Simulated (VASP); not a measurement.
# SnS2 in VASP: single point with PBEsol

Aim: the single point of SnS2 with PBEsol.

Program: VASP 6.6.1. These are calculated values, not measurements. Logs are shortened: lines on timing, memory, paths and dates and some standing lists are left out, and cuts for length are marked.

## 1. The cell of the first run

The cell holds a sheet with vacuum, 3 atoms: a = 3.626 Å, b = 3.626 Å, c = 18.957 Å, α = 90.00°, β = 90.00°, γ = 120.00°.

## 2. Single point, PBEsol

File INCAR:

```
SYSTEM = SnS2
PREC = Accurate
ENCUT = 400
EDIFF = 1E-6
ISMEAR = 0
SIGMA = 0.03
LREAL = .FALSE.
LASPH = .TRUE.
NELM = 120
ALGO = Normal
ISIF = 2
LWAVE = .FALSE.
LCHARG = .FALSE.
LDIPOL = .TRUE.
IDIPOL = 3
DIPOL = 0.5 0.5 0.500
GGA = PS
NBANDS = 20
GGA_COMPAT = .FALSE.
NELMDL = -8
```

File KPOINTS:

```
regular mesh
0
G
  12 12 1
  0 0 0
```

File POSCAR:

```
SnS2
1.0
    3.6256326489      0.0000000000      0.0000000000
   -1.8128163244      3.1398899787      0.0000000000
    0.0000000000      0.0000000000     18.9572021523
S Sn
2 1
Direct
    0.3333333333      0.6666666667      0.4220032015
    0.6666666667      0.3333333333      0.5779967985
    0.0000000000      0.0000000000      0.5000000000
```

Potentials or basis: VASP PAW PBE potentials, release 64 (S, Sn_d).

Command:

```sh
$ cat potpaw_PBE.64/S/POTCAR potpaw_PBE.64/Sn_d/POTCAR > POTCAR
$ mpirun -np 1 vasp_std > vasp.out
```

OUTCAR:

```text
SYSTEM = SnS2
   PREC = Accurate
   ENCUT = 400
   EDIFF = 1E-6
   ISMEAR = 0
   LREAL = .FALSE.
   LASPH = .TRUE.
   NELM = 120
   ISIF = 2
   GGA = PS
   NELMDL = -8

 ion  position               nearest neighbor table
   1  0.333  0.667  0.422-   3 2.56   3 2.56   3 2.56
   2  0.667  0.333  0.578-   3 2.56   3 2.56   3 2.56
   3  0.000  0.000  0.500-   1 2.56   2 2.56   1 2.56   2 2.56   2 2.56   1 2.56

  LATTYP: Found a hexagonal cell.
 ALAT       =     3.6256326489
 C/A-ratio  =     5.2286604817

  Lattice vectors:

 A1 = (   3.6256326489,   0.0000000000,   0.0000000000)
 A2 = (  -1.8128163244,   3.1398899787,   0.0000000000)
 A3 = (   0.0000000000,   0.0000000000,  18.9572021523)

Analysis of symmetry for initial positions (statically):
=====================================================================
 Subroutine PRICEL returns:
 Original cell was already a primitive cell.

 Routine SETGRP: Setting up the symmetry group for a
 hexagonal supercell.

 Subroutine GETGRP returns: Found 12 space group operations
 (whereof 12 operations were pure point group operations)
 out of a pool of 24 trial point group operations.

The static configuration has the point symmetry D_3d.

Analysis of symmetry for dynamics (positions and initial velocities):
=====================================================================
 Subroutine PRICEL returns:
 Original cell was already a primitive cell.

 Routine SETGRP: Setting up the symmetry group for a
 hexagonal supercell.

 Subroutine GETGRP returns: Found 12 space group operations
 (whereof 12 operations were pure point group operations)
 out of a pool of 24 trial point group operations.

The dynamic configuration has the point symmetry D_3d.

 Subroutine INISYM returns: Found 12 space group operations
 (whereof 12 operations are pure point group operations),
 and found     1 'primitive' translations

----------------------------------------------------------------------------------------

                                     Primitive cell

  volume of cell :     215.8105

  direct lattice vectors                    reciprocal lattice vectors
     3.625632649  0.000000000  0.000000000     0.275813933  0.159241248  0.000000000
    -1.812816324  3.139889979  0.000000000     0.000000000  0.318482497  0.000000000
     0.000000000  0.000000000 18.957202152     0.000000000  0.000000000  0.052750400

  length of vectors
     3.625632649  3.625632649 18.957202152     0.318482497  0.318482497  0.052750400

  position of ions in fractional coordinates (direct lattice)
     0.333333333  0.666666667  0.422003201
     0.666666667  0.333333333  0.577996799
     0.000000000  0.000000000  0.500000000

  ion indices of the primitive-cell ions
   primitive index   ion index
                 1           1
                 2           2
                 3           3

----------------------------------------------------------------------------------------

 KPOINTS: regular mesh

Automatic generation of k-mesh.
 Grid dimensions read from file:
 generate k-points for:   12   12    1

 Generating k-lattice:

  Cartesian coordinates                     Fractional coordinates (reciprocal lattice)
     0.022984494  0.013270104  0.000000000     0.083333333  0.000000000  0.000000000
     0.000000000  0.026540208  0.000000000     0.000000000  0.083333333  0.000000000
     0.000000000  0.000000000  0.052750400     0.000000000  0.000000000  1.000000000

  Length of vectors
     0.026540208  0.026540208  0.052750400

  Shift w.r.t. Gamma in fractional coordinates (k-lattice)
     0.000000000  0.000000000  0.000000000

 Subroutine IBZKPT returns following result:
 ===========================================

 Found     19 irreducible k-points:

 Following reciprocal coordinates:
            Coordinates               Weight
  0.000000  0.000000  0.000000      1.000000
  0.083333  0.000000  0.000000      6.000000
  0.166667 -0.000000  0.000000      6.000000
  0.250000  0.000000  0.000000      6.000000
  0.333333  0.000000  0.000000      6.000000
  0.416667  0.000000  0.000000      6.000000
[... 11 lines left out ...]
  0.333333  0.250000  0.000000     12.000000
  0.333333  0.333333  0.000000      2.000000
   k-points           NKPTS =     19   k-points in BZ     NKDIM =     19   number of bands    NBANDS=     20
   number of dos      NEDOS =    301   number of ions     NIONS =      3
   total plane-waves  NPLWV =  72576
   dimension x,y,z NGX =    24 NGY =   24 NGZ =  126
   dimension x,y,z NGXF=    48 NGYF=   48 NGZF=  252
   ions per type =               2   1
   NGX,Y,Z   is equivalent  to a cutoff of  11.00, 11.00, 11.05 a.u.
   NGXF,Y,Z  is equivalent  to a cutoff of  22.01, 22.01, 22.10 a.u.
 SYSTEM =  SnS2
   PREC   = accura    normal or accurate (medium, high low for compatibility)
   ISTART =      0    job   : 0-new  1-cont  2-samecut
   ICHARG =      2    charge: 1-file 2-atom 10-const
   ISPIN  =      1    spin polarized calculation?
   LNONCOLLINEAR =      F non collinear calculations
   LSORBIT =      F    spin-orbit coupling
   LASPH  =      T    aspherical Exc in radial PAW
   ENCUT  =  400.0 eV  29.40 Ry    5.42 a.u.   5.91  5.91 30.91*2*pi/ulx,y,z
   NELM   =    120;   NELMIN=  2; NELMDL= -8     # of ELM steps
   EDIFF  = 0.1E-05   stopping-criterion for ELM
   LREAL  =      F    real-space projection
   EDIFFG = 0.1E-04   stopping-criterion for IOM
   NSW    =      0    number of steps for IOM
   IBRION =     -1    ionic relax: 0-MD 1-quasi-New 2-CG
   NFREE  =      0    steps in history (QN), initial steepest desc. (CG)
   ISIF   =      2    stress and relaxation
   ISYM   =      2    0-nonsym 1-usesym 2-fastsym
   POTIM  = 0.5000    time-step for ionic-motion
   TEBEG  =    0.0;   TEEND  =   0.0 temperature during run
   PSTRESS=    0.0 pullay stress
   NELECT =      26.0000    total number of electrons
   NUPDOWN=      -1.0000    fix difference up-down
   EMIN   =  10.00;   EMAX   =-10.00  energy-range for DOS
   EFERMI =   0.00;   METHOD = LEGACY
   ISMEAR =     0;   SIGMA  =   0.03  broadening in eV -4-tet -1-fermi 0-gaus
   EFERMI_NEDOS =   21; number of points for ismear=-14 and -15
   IALGO  =     38    algorithm
   IMIX   =      4    mixing-type and parameters
     AMIX     =   0.40;   BMIX     =  1.00
     AMIX_MAG =   1.60;   BMIX_MAG =  1.00
  volume/ion in A,a.u.               =      71.94       485.45
  Fermi-wavevector in a.u.,A,eV,Ry     =   0.808553  1.527943  8.894915  0.653758
  Thomas-Fermi vector in A             =   1.917380
   LORBIT       =      0    0 simple, 1 ext, 2 COOP (PROOUT), +10 PAW based schemes
   GGA     = PS    functional components
   LHFCALC =     F    Hartree Fock is set to
   AEXX    =    0.0000 exact exchange contribution
   IVDW    =     0    specifies the selected vdW correction
   LEPSILON=     F    determine dielectric tensor
   LRPA    =     F    only Hartree local field effects (RPA)
 non-spin polarized calculation
 Gauss-broadening in eV      SIGMA  =   0.03
  energy-cutoff  :      400.00
  volume of cell :      215.81
 maximum number of plane-waves:      3951
 NGX is ok and might be reduce to    24
   NGX = 11   NGY = 11   NGZ = 61

 dipolmoment           0.000000      0.000000      0.000000 electrons x Angstroem

 number of electron      25.9999997 magnetization

 dipolmoment           0.000000      0.000000     -0.000000 electrons x Angstroem

 Free energy of the ion-electron system (eV)
  ---------------------------------------------------
  ext. energy  EPLUGINS =         0.00000000
  ---------------------------------------------------
  free energy    TOTEN  =       -14.24014696 eV

  energy without entropy =      -14.24014696  energy(sigma->0) =      -14.24014696

 E-fermi :  -3.0088     XC(G=0):  -3.5339

 val. band max:       -3.1825806875   @ k =   0.1667  -0.0000   0.0000
 cond. band min:      -1.6512396772   @ k =   0.5000   0.0000   0.0000
 fundamental gap:      1.5313410103
 Fermi energy:        -3.0088092750

 k-point     1 :       0.0000    0.0000    0.0000
  band No.  band energies     occupation
      1     -23.8925      2.00000
      2     -23.8925      2.00000
      3     -23.8440      2.00000
      4     -23.8152      2.00000
      5     -23.8152      2.00000
      6     -16.8256      2.00000
[... 12 lines left out ...]
     19       3.2751      0.00000
     20       4.1045      0.00000

 k-point     2 :       0.0833    0.0000    0.0000
  band No.  band energies     occupation
      1     -23.8970      2.00000
      2     -23.8878      2.00000
      3     -23.8405      2.00000
      4     -23.8186      2.00000
      5     -23.8150      2.00000
      6     -16.7455      2.00000
[... 12 lines left out ...]
     19       3.3636      0.00000
     20       4.2515      0.00000

 k-point     3 :       0.1667   -0.0000    0.0000
  band No.  band energies     occupation
      1     -23.9109      2.00000
      2     -23.8759      2.00000
      3     -23.8331      2.00000
      4     -23.8241      2.00000
      5     -23.8135      2.00000
      6     -16.5088      2.00000
[... 12 lines left out ...]
     19       3.7812      0.00000
     20       4.5773      0.00000

 k-point     4 :       0.2500    0.0000    0.0000
  band No.  band energies     occupation
      1     -23.9319      2.00000
      2     -23.8634      2.00000
      3     -23.8404      2.00000
      4     -23.8122      2.00000
      5     -23.8075      2.00000
      6     -16.1301      2.00000
[... 314 lines left out ...]
 k-point    18 :       0.3333    0.2500    0.0000
  band No.  band energies     occupation
      1     -23.9371      2.00000
      2     -23.8930      2.00000
      3     -23.8318      2.00000
      4     -23.8056      2.00000
      5     -23.7845      2.00000
      6     -14.5918      2.00000
[... 12 lines left out ...]
     19       5.9629      0.00000
     20       6.3046      0.00000

 k-point    19 :       0.3333    0.3333    0.0000
  band No.  band energies     occupation
      1     -23.9156      2.00000
      2     -23.9156      2.00000
      3     -23.8166      2.00000
      4     -23.8166      2.00000
      5     -23.7875      2.00000
      6     -14.3172      2.00000
[... 12 lines left out ...]
     19       6.0497      0.00000
     20       6.0497      0.00000

------------------------ aborting loop because EDIFF is reached ----------------------------------------

 vacuum level on the upper side and lower side of the slab       (xc-potential included)        -0.132        -0.132

  FORCE on cell =-STRESS in cart. coord.  units (eV):
  Direction    XX          YY          ZZ          XY          YZ          ZX
  --------------------------------------------------------------------------------------
  -------------------------------------------------------------------------------------
  Total        0.3862414      0.3862414      0.0750951      0.0000000      0.0000000      0.0000000
  in kB        2.8674570      2.8674570      0.5575062      0.0000000      0.0000000      0.0000000
  external PRESSURE =       2.0974734 kB  Pullay stress =       0.0000000 kB

 VOLUME and BASIS-vectors are now :
 -----------------------------------------------------------------------------
  energy-cutoff  :      400.00
  volume of cell :      215.81
      direct lattice vectors                 reciprocal lattice vectors
     3.625632649  0.000000000  0.000000000     0.275813933  0.159241248  0.000000000
    -1.812816324  3.139889979  0.000000000     0.000000000  0.318482497  0.000000000
     0.000000000  0.000000000 18.957202152     0.000000000  0.000000000  0.052750400

 POSITION                                       TOTAL-FORCE (eV/Angst)
 -----------------------------------------------------------------------------------
     -0.00000      2.09326      8.00000        -0.000000      0.000000     -0.034124
      1.81282      1.04663     10.95720         0.000000     -0.000000      0.034124
      0.00000      0.00000      9.47860        -0.000000      0.000000      0.000000
 -----------------------------------------------------------------------------------
    total drift:                               -0.000000      0.000000     -0.000000

  FREE ENERGIE OF THE ION-ELECTRON SYSTEM (eV)
  ---------------------------------------------------
  free  energy   TOTEN  =       -14.2401469561 eV

  energy  without entropy=      -14.2401469561  energy(sigma->0) =      -14.24014696

 vacuum level on the upper side and lower side of the slab         3.449         3.449
```

It took 76 s on 1 thread of AMD EPYC 7R13 (Zen 3), shared host; peak memory 0.23 GiB.

Results:

* Free energy: -14.2401 eV
* Largest force: 0.034 eV/Å
* Band gap on the k mesh: 1.53 eV (least direct gap 1.81 eV)

Forces in eV/Å, atoms in the order of the input:
```
S    0.000  0.000 -0.034
S    0.000  0.000  0.034
Sn   0.000  0.000  0.000
```

Levels at points of the mesh, in eV from the valence-band top:
```csv
k point,band 9,band 10,band 11,band 12,band 13,band 14,band 15,band 16,band 17,band 18
"(0.00, 0.00, 0.00)",-0.98,-0.48,-0.48,-0.08,-0.08,2.55,3.80,5.46,5.46,6.36
"(0.50, 0.00, 0.00)",-4.53,-2.30,-2.17,-0.59,-0.28,1.53,4.70,6.16,6.27,6.66
```

Caveat: the PAW data sets were made with another functional, which shifts forces and pressure a little; spin-orbit coupling is left out, which moves the levels of the heavy elements.
